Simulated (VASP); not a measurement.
Input of a VASP 6.6.1 run:

The input INCAR:

```
PREC = Accurate
ENCUT = 500
EDIFF = 1E-6
ISMEAR = 0
SIGMA = 0.01
LREAL = False
LASPH = True
NELM = 120
ALGO = Normal
ISIF = 2
LWAVE = False
LCHARG = False
GGA = PE
NBANDS = 11
GGA_COMPAT = False
```

KPOINTS

```
Automatic mesh
0
Gamma
  3 3 3
```

POSCAR

```
BAs
1.0
    3.3778490000      0.0000000000      0.0000000000
    1.6889245000      2.9253030441      0.0000000000
    1.6889245000      0.9751010147      2.7580021594
B As
1 1
Direct
    0.0000000000      0.0000000000      0.0000000000
    0.2500000000      0.2500000000      0.2500000000
```

Potentials or basis: VASP PAW PBE potentials, release 64 (B, As).

Run with:

```console
$ cat potpaw_PBE.64/B/POTCAR potpaw_PBE.64/As/POTCAR > POTCAR
$ mpirun -np 1 vasp_std > vasp.out
```

Problem. Predict the pressure.

Solution. 5.8 GPa.

Problem. Estimate the band gap on the k mesh.

Solution. 1.24 eV, indirect (least direct gap 3.23 eV).

Caveat: the k points lie up to 0.76 Å⁻¹ apart. A k mesh can miss the band edges.
